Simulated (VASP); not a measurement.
Write the native input for VASP 6.6.1 that does the following.

| Item | Value |
| --- | --- |
| Task | single point |
| Functional | PBE |
| Potentials or basis | VASP PAW PBE potentials, release 64 (Mg, O) |
| Cutoff | 520 eV |
| k mesh | 10 × 10 × 10 |
| Occupations | gaussian, width 0.05 eV |
| Spin | no spin polarisation |
| Dipole correction | no |
| Further INCAR settings | ALGO = Normal; EDIFF = 1e-06; NBANDS = 11 |

The structure of MgO lies in POSCAR:

```
MgO
1.0
    0.0000000000      2.1007060737      2.2057413773
    2.1007060737      0.0000000000      2.2057413773
    2.1007060737      2.1007060737      0.0000000000
Mg O
1 1
Direct
    0.0000000000      0.0000000000      0.0000000000
    0.5000000000      0.5000000000      0.5000000000
```

This cell differs from its parent crystal: ratio of the length along z to the lengths across it x 1.05, volume and fractional coordinates fixed.

One way to write it, as run:

INCAR

```
PREC = Accurate ; ENCUT = 520
EDIFF = 1E-6 ; ISMEAR = 0
SIGMA = 0.05 ; LREAL = False
LASPH = True ; NELM = 80
ALGO = Normal ; ISIF = 2
LWAVE = False ; LCHARG = False
GGA = PE ; NBANDS = 11
```

KPOINTS

```
regular mesh
0
Gamma
  10 10 10
```

Potentials or basis: VASP PAW PBE potentials, release 64 (Mg, O).

Command:

```sh
$ cat potpaw_PBE.64/Mg/POTCAR potpaw_PBE.64/O/POTCAR > POTCAR
$ mpirun -np 1 vasp_std > vasp.out
```

Results of the run:

* Pressure: -1.8 GPa
* Band gap on the k mesh: 4.26 eV, direct

Wall time 19 s on 1 thread of Intel Xeon 8259CL (shared host), peak memory 0.15 GiB.
